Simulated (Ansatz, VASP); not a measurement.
Two plane-wave programs on GaSb

```
CELL_PARAMETERS angstrom
6.11123 0.00000 0.00000
-3.05561 6.83256 0.00000
0.00000 0.00000 26.61535
ATOMIC_POSITIONS crystal
Sb 0.04272 0.79291 0.28528
Sb 0.81220 0.06357 0.32932
Sb 0.46500 0.49183 0.38268
Sb 0.19620 0.89128 0.43902
Sb 0.87852 0.29811 0.48505
Sb 0.59865 0.69268 0.54172
Sb 0.28146 0.10295 0.58781
Sb 0.01285 0.50183 0.64579
Sb 0.70590 0.91402 0.70085
Ga 0.79507 0.44072 0.32395
Ga 0.36747 0.80373 0.35533
Ga 0.07710 0.17908 0.41151
Ga 0.77554 0.59903 0.45967
Ga 0.49569 0.99097 0.51625
Ga 0.17512 0.40169 0.56264
Ga 0.89517 0.80638 0.62220
Ga 0.58334 0.21040 0.66479
Ga 0.44201 0.51882 0.68615
```

Alike in both runs: functional PBEsol; k mesh 6 × 5 × 1; occupations gaussian, width 0.1 eV; no spin polarisation.

Ansatz relaxed the structure, and its values are those at the end. VASP's run is a single point on that final structure, the one shown.

|  | VASP | Ansatz |
| --- | --- | --- |
| version | VASP 6.6.1 | Ansatz 0.2.0 |
| potentials or method | VASP PAW PBE potentials, release 64 (Sb, Ga_d), cutoff 520 eV | scalar-relativistic, plane waves, PAW |
| valence electrons in the cell | 162 | 252 |

|  | VASP | Ansatz | Ansatz less VASP |
| --- | --- | --- | --- |
| gap on the k mesh at the Fermi level (eV) | none | none | - |
| rms of the force components (eV/Å) | 0.008 | 0.003 | -0.0047 |

VASP's potentials were made for PBE, not for PBEsol. A gap of «none» marks a metal or a gap that the smearing closes. VASP's potentials hold 162 valence electrons a cell and Ansatz's 252, so a difference there can come from the potentials and not from the codes.

Spin-orbit coupling is off throughout.
